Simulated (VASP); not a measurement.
# SnO (Pm) in VASP: a series of runs

The runs below take SnO through single point, with PBEsol.

All numbers are computed with VASP 6.6.1; they aren't measurements. Logs are shortened: lines on timing, memory, paths and dates and some standing lists are left out, and cuts for length are marked.

## 1. The cell of the first run

It takes space group Pm (No. 6, monoclinic). The conventional cell has a = 3.894 Å, b = 3.316 Å, c = 11.417 Å, α = 90.00°, β = 91.95°, γ = 90.00°. Sn (site symmetry m) has 3 O at 2.13 to 2.14 Å within 2.8 Å. Within 2.8 Å of Sn (site symmetry m) lie 3 O at 2.13 to 2.14 Å. Sn (site symmetry m) has 3 O at 2.13 to 2.14 Å within 2.8 Å. Within 2.8 Å of Sn (site symmetry m) lie 3 O at 2.13 to 2.14 Å. O (site symmetry m) has 3 Sn at 2.13 to 2.14 Å and 4 O at 2.87 Å within 2.9 Å. O (site symmetry m) has 3 Sn at 2.13 to 2.14 Å and 4 O at 2.87 Å within 2.9 Å. Within 2.9 Å of O (site symmetry m) lie 3 Sn at 2.13 to 2.14 Å and 4 O at 2.87 Å. Within 2.9 Å of O (site symmetry m) lie 3 Sn at 2.13 to 2.14 Å and 4 O at 2.87 Å.

## 2. Single point, PBEsol (the part above a cut slid along it)

File INCAR:

```
SYSTEM = SnO
  ALGO = Normal
  EDIFF = 1E-7
  ENCUT = 520
  GGA = PS
  ISIF = 2
  ISMEAR = 0
  LASPH = .True.
  LCHARG = .False.
  LREAL = .False.
  LWAVE = .False.
  NBANDS = 50
  NELM = 100
  PREC = Accurate
  SIGMA = 0.05
```

File KPOINTS:

```
k-points
0
Gamma
  7 8 3
  0 0 0
```

File POSCAR:

```
SnO
1.0
    0.0000000000      0.0000000000     -3.8941645687
   -3.3156086772      0.0000000000      0.0000000000
    0.0000000000     11.4100010796     -0.3894164569
Sn O
4 4
Direct
    0.3871363318      0.0000000000      0.8668940608
    0.4371363318      0.0000000000      0.3668940608
    0.9605151440      0.5000000000      0.1331059392
    0.9105151440      0.5000000000      0.6331059392
    0.2569054306      0.0000000000      0.1926783149
    0.2069054306      0.0000000000      0.6926783149
    0.6954410936      0.5000000000      0.8073216851
    0.7454410936      0.5000000000      0.3073216851
```

Potentials or basis: VASP PAW PBE potentials, release 64 (Sn_d, O).

On the command line:

```console
$ cat potpaw_PBE.64/Sn_d/POTCAR potpaw_PBE.64/O/POTCAR > POTCAR
$ mpirun -np 1 vasp_std > vasp.out
```

OUTCAR:

```text
SYSTEM = SnO
   EDIFF = 1E-7
   ENCUT = 520
   GGA = PS
   ISIF = 2
   ISMEAR = 0
   LASPH = .True.
   LREAL = .False.
   NELM = 100
   PREC = Accurate

 ion  position               nearest neighbor table
   1  0.387  0.000  0.867-   6 2.13   7 2.14   7 2.14   4 3.70   4 3.70   4 3.70   4 3.70
   2  0.437  0.000  0.367-   5 2.13   8 2.14   8 2.14   3 3.70   3 3.70   3 3.70   3 3.70
   3  0.961  0.500  0.133-   8 2.13   5 2.14   5 2.14   2 3.70   2 3.70   2 3.70   2 3.70
   4  0.911  0.500  0.633-   7 2.13   6 2.14   6 2.14   1 3.70   1 3.70   1 3.70   1 3.70
   5  0.257  0.000  0.193-   2 2.13   3 2.14   3 2.14
   6  0.207  0.000  0.693-   1 2.13   4 2.14   4 2.14
   7  0.695  0.500  0.807-   4 2.13   1 2.14   1 2.14
   8  0.745  0.500  0.307-   3 2.13   2 2.14   2 2.14

  LATTYP: Found a simple monoclinic cell.
 ALAT       =     3.8941645687
 B/A-ratio  =     0.8514300356
 C/A-ratio  =     2.9317313685
 COS(beta)  =    -0.0341095371

  Lattice vectors:

 A1 = (   0.0000000000,   0.0000000000,  -3.8941645687)
 A2 = (   3.3156086772,   0.0000000000,   0.0000000000)
 A3 = (   0.0000000000, -11.4100010796,   0.3894164569)

Analysis of symmetry for initial positions (statically):
=====================================================================
 Subroutine PRICEL returns:
 Original cell was already a primitive cell.

 Routine SETGRP: Setting up the symmetry group for a
 simple monoclinic supercell.

 Subroutine GETGRP returns: Found  2 space group operations
 (whereof  2 operations were pure point group operations)
 out of a pool of  4 trial point group operations.

The static configuration has the point symmetry C_1h.

Analysis of symmetry for dynamics (positions and initial velocities):
=====================================================================
 Subroutine PRICEL returns:
 Original cell was already a primitive cell.

 Routine SETGRP: Setting up the symmetry group for a
 simple monoclinic supercell.

 Subroutine GETGRP returns: Found  2 space group operations
 (whereof  2 operations were pure point group operations)
 out of a pool of  4 trial point group operations.

The dynamic configuration has the point symmetry C_1h.

 Subroutine INISYM returns: Found  2 space group operations
 (whereof  2 operations are pure point group operations),
 and found     1 'primitive' translations

----------------------------------------------------------------------------------------

                                     Primitive cell

  volume of cell :     147.3205

  direct lattice vectors                    reciprocal lattice vectors
     0.000000000  0.000000000 -3.894164569     0.000000000 -0.008764241 -0.256794489
    -3.315608677  0.000000000  0.000000000    -0.301603747  0.000000000  0.000000000
     0.000000000 11.410001080 -0.389416457     0.000000000  0.087642411  0.000000000

  length of vectors
     3.894164569  3.315608677 11.416644420     0.256944004  0.301603747  0.087642411

  position of ions in fractional coordinates (direct lattice)
     0.387136332  0.000000000  0.866894061
     0.437136332  0.000000000  0.366894061
     0.960515144  0.500000000  0.133105939
     0.910515144  0.500000000  0.633105939
     0.256905431  0.000000000  0.192678315
     0.206905431  0.000000000  0.692678315
     0.695441094  0.500000000  0.807321685
     0.745441094  0.500000000  0.307321685

  ion indices of the primitive-cell ions
   primitive index   ion index
                 1           1
                 2           2
                 3           3
                 4           4
                 5           5
                 6           6
                 7           7
                 8           8

----------------------------------------------------------------------------------------

 KPOINTS: k-points

Automatic generation of k-mesh.
 Grid dimensions read from file:
 generate k-points for:    7    8    3

 Generating k-lattice:

  Cartesian coordinates                     Fractional coordinates (reciprocal lattice)
     0.000000000 -0.001252034 -0.036684927     0.142857143  0.000000000  0.000000000
    -0.037700468  0.000000000  0.000000000     0.000000000  0.125000000  0.000000000
     0.000000000  0.029214137  0.000000000     0.000000000  0.000000000  0.333333333

  Length of vectors
     0.036706286  0.037700468  0.029214137

  Shift w.r.t. Gamma in fractional coordinates (k-lattice)
     0.000000000  0.000000000  0.000000000

 Subroutine IBZKPT returns following result:
 ===========================================

 Found     55 irreducible k-points:

 Following reciprocal coordinates:
            Coordinates               Weight
  0.000000  0.000000  0.000000      1.000000
  0.142857  0.000000  0.000000      2.000000
  0.285714  0.000000  0.000000      2.000000
  0.428571  0.000000  0.000000      2.000000
  0.000000  0.125000  0.000000      2.000000
  0.142857  0.125000  0.000000      4.000000
[... 16 lines left out ...]
  0.285714  0.000000  0.333333      2.000000
  0.428571  0.000000  0.333333      2.000000
 [... further k-points ...]
   k-points           NKPTS =     55   k-points in BZ     NKDIM =     55   number of bands    NBANDS=     50
   number of dos      NEDOS =    301   number of ions     NIONS =      8
   total plane-waves  NPLWV =  75600
   dimension x,y,z NGX =    30 NGY =   28 NGZ =   90
   dimension x,y,z NGXF=    60 NGYF=   56 NGZF=  180
   ions per type =               4   4
   NGX,Y,Z   is equivalent  to a cutoff of  12.81, 14.04, 13.11 a.u.
   NGXF,Y,Z  is equivalent  to a cutoff of  25.61, 28.08, 26.21 a.u.
 SYSTEM =  SnO
   PREC   = accura    normal or accurate (medium, high low for compatibility)
   ISTART =      0    job   : 0-new  1-cont  2-samecut
   ICHARG =      2    charge: 1-file 2-atom 10-const
   ISPIN  =      1    spin polarized calculation?
   LNONCOLLINEAR =      F non collinear calculations
   LSORBIT =      F    spin-orbit coupling
   LASPH  =      T    aspherical Exc in radial PAW
   ENCUT  =  520.0 eV  38.22 Ry    6.18 a.u.   7.24  6.16 21.23*2*pi/ulx,y,z
   NELM   =    100;   NELMIN=  2; NELMDL= -5     # of ELM steps
   EDIFF  = 0.1E-06   stopping-criterion for ELM
   LREAL  =      F    real-space projection
   EDIFFG = 0.1E-05   stopping-criterion for IOM
   NSW    =      0    number of steps for IOM
   IBRION =     -1    ionic relax: 0-MD 1-quasi-New 2-CG
   NFREE  =      0    steps in history (QN), initial steepest desc. (CG)
   ISIF   =      2    stress and relaxation
   ISYM   =      2    0-nonsym 1-usesym 2-fastsym
   POTIM  = 0.5000    time-step for ionic-motion
   TEBEG  =    0.0;   TEEND  =   0.0 temperature during run
   PSTRESS=    0.0 pullay stress
   NELECT =      80.0000    total number of electrons
   NUPDOWN=      -1.0000    fix difference up-down
   EMIN   =  10.00;   EMAX   =-10.00  energy-range for DOS
   EFERMI =   0.00;   METHOD = LEGACY
   ISMEAR =     0;   SIGMA  =   0.05  broadening in eV -4-tet -1-fermi 0-gaus
   EFERMI_NEDOS =   21; number of points for ismear=-14 and -15
   IALGO  =     38    algorithm
   IMIX   =      4    mixing-type and parameters
     AMIX     =   0.40;   BMIX     =  1.00
     AMIX_MAG =   1.60;   BMIX_MAG =  1.00
  volume/ion in A,a.u.               =      18.42       124.27
  Fermi-wavevector in a.u.,A,eV,Ry     =   1.335623  2.523961 24.271264  1.783888
  Thomas-Fermi vector in A             =   2.464312
   LORBIT       =      0    0 simple, 1 ext, 2 COOP (PROOUT), +10 PAW based schemes
   GGA     = PS    functional components
   LHFCALC =     F    Hartree Fock is set to
   AEXX    =    0.0000 exact exchange contribution
   IVDW    =     0    specifies the selected vdW correction
   LEPSILON=     F    determine dielectric tensor
   LRPA    =     F    only Hartree local field effects (RPA)
 non-spin polarized calculation
 Gauss-broadening in eV      SIGMA  =   0.05
  energy-cutoff  :      520.00
  volume of cell :      147.32
 maximum number of plane-waves:      3988
 NGX is ok and might be reduce to    30
   NGX = 15   NGY = 13   NGZ = 43

 number of electron      80.0000029 magnetization

 Free energy of the ion-electron system (eV)
  ---------------------------------------------------
  ext. energy  EPLUGINS =         0.00000000
  ---------------------------------------------------
  free energy    TOTEN  =       -47.64889747 eV

  energy without entropy =      -47.64889747  energy(sigma->0) =      -47.64889747

 E-fermi :   5.9358     XC(G=0): -10.2381

 val. band max:        5.6625582346   @ k =   0.0000   0.0000   0.0000
 cond. band min:       6.8689066790   @ k =   0.0000   0.3750   0.0000
 fundamental gap:      1.2063484444
 Fermi energy:         5.9357633545

 k-point     1 :       0.0000    0.0000    0.0000
  band No.  band energies     occupation
      1     -15.5871      2.00000
      2     -15.5489      2.00000
      3     -15.2299      2.00000
      4     -15.1920      2.00000
      5     -15.1408      2.00000
      6     -15.1013      2.00000
[... 42 lines left out ...]
     49      12.6257      0.00000
     50      13.7045      0.00000

 k-point     2 :       0.1429    0.0000    0.0000
  band No.  band energies     occupation
      1     -15.5759      2.00000
      2     -15.5380      2.00000
      3     -15.2524      2.00000
      4     -15.2147      2.00000
      5     -15.1339      2.00000
      6     -15.0969      2.00000
[... 42 lines left out ...]
     49      12.6615      0.00000
     50      13.6998      0.00000

 k-point     3 :       0.2857    0.0000    0.0000
  band No.  band energies     occupation
      1     -15.5418      2.00000
      2     -15.5046      2.00000
      3     -15.3197      2.00000
      4     -15.2824      2.00000
      5     -15.1187      2.00000
      6     -15.1007      2.00000
[... 42 lines left out ...]
     49      12.8199      0.00000
     50      13.6337      0.00000

 k-point     4 :       0.4286    0.0000    0.0000
  band No.  band energies     occupation
      1     -15.4850      2.00000
      2     -15.4483      2.00000
      3     -15.4062      2.00000
      4     -15.3692      2.00000
      5     -15.1062      2.00000
      6     -15.1035      2.00000
[... 999 lines left out ...]
 k-point    23 :       0.2857    0.0000    0.3333
  band No.  band energies     occupation
      1     -15.5417      2.00000
      2     -15.5047      2.00000
      3     -15.3195      2.00000
      4     -15.2825      2.00000
      5     -15.1186      2.00000
      6     -15.1007      2.00000
[... 42 lines left out ...]
     49      12.9004      0.00000
     50      13.3321      0.00000

 k-point    24 :       0.4286    0.0000    0.3333
  band No.  band energies     occupation
      1     -15.4850      2.00000
      2     -15.4483      2.00000
      3     -15.4062      2.00000
      4     -15.3693      2.00000
      5     -15.1062      2.00000
      6     -15.1035      2.00000
[... 42 lines left out ...]
     49      13.2013      0.00000
     50      13.5116      0.00000

 [... further k-points ...]

------------------------ aborting loop because EDIFF is reached ----------------------------------------

  FORCE on cell =-STRESS in cart. coord.  units (eV):
  Direction    XX          YY          ZZ          XY          YZ          ZX
  --------------------------------------------------------------------------------------
  -------------------------------------------------------------------------------------
  Total        0.3571523      0.3839606      0.1443327      0.0000000      0.2765568      0.0000000
  in kB        3.8841933      4.1757454      1.5696838      0.0000000      3.0076805      0.0000000
  external PRESSURE =       3.2098741 kB  Pullay stress =       0.0000000 kB

 VOLUME and BASIS-vectors are now :
 -----------------------------------------------------------------------------
  energy-cutoff  :      520.00
  volume of cell :      147.32
      direct lattice vectors                 reciprocal lattice vectors
     0.000000000  0.000000000 -3.894164569     0.000000000 -0.008764241 -0.256794489
    -3.315608677  0.000000000  0.000000000    -0.301603747  0.000000000  0.000000000
     0.000000000 11.410001080 -0.389416457     0.000000000  0.087642411  0.000000000

 POSITION                                       TOTAL-FORCE (eV/Angst)
 -----------------------------------------------------------------------------------
      0.00000      9.89126     -1.84516         0.000000      0.002952     -0.035759
      0.00000      4.18626     -1.84516         0.000000      0.063623      0.022965
     -1.65780      1.51874     -3.79224         0.000000     -0.092500      0.113073
     -1.65780      7.22374     -3.79224         0.000000     -0.098031      0.036001
      0.00000      2.19846     -1.07546         0.000000      0.013389     -0.027007
      0.00000      7.90346     -1.07546         0.000000      0.036526     -0.033184
     -1.65780      9.21154     -3.02255         0.000000      0.029485     -0.049920
     -1.65780      3.50654     -3.02255         0.000000      0.044557     -0.026168
 -----------------------------------------------------------------------------------
    total drift:                                0.000000      0.000364      0.000031

  FREE ENERGIE OF THE ION-ELECTRON SYSTEM (eV)
  ---------------------------------------------------
  free  energy   TOTEN  =       -47.6488974677 eV

  energy  without entropy=      -47.6488974677  energy(sigma->0) =      -47.64889747
```

Run time: 9.3 min. Hardware: 1 thread of Oxide Virtual Turin-like, shared host; peak memory 0.4 GiB.

Results:

```
Free energy            : -47.6489 eV
Pressure               : 0.3 GPa
Largest force          : 0.146 eV/Å
Band gap on the k mesh : 1.21 eV (least direct gap 1.83 eV)
```

Forces on the atoms (eV/Å):
```
Sn   0.000  0.003 -0.036
Sn   0.000  0.064  0.023
Sn   0.000 -0.092  0.113
Sn   0.000 -0.098  0.036
O    0.000  0.013 -0.027
O    0.000  0.037 -0.033
O    0.000  0.029 -0.050
O    0.000  0.045 -0.026
```

Stress tensor (GPa, compression positive):
```
0.39 0.00 0.00
0.00 0.42 0.30
0.00 0.30 0.16
```

Caveat: the cell differs from its parent crystal (the part above a cut slid along it); the PAW data sets were made with another functional, which shifts forces and pressure a little; spin-orbit coupling is left out, which moves the levels of the heavy elements. A k mesh can miss the band edges.

[end of part 1 of 2]
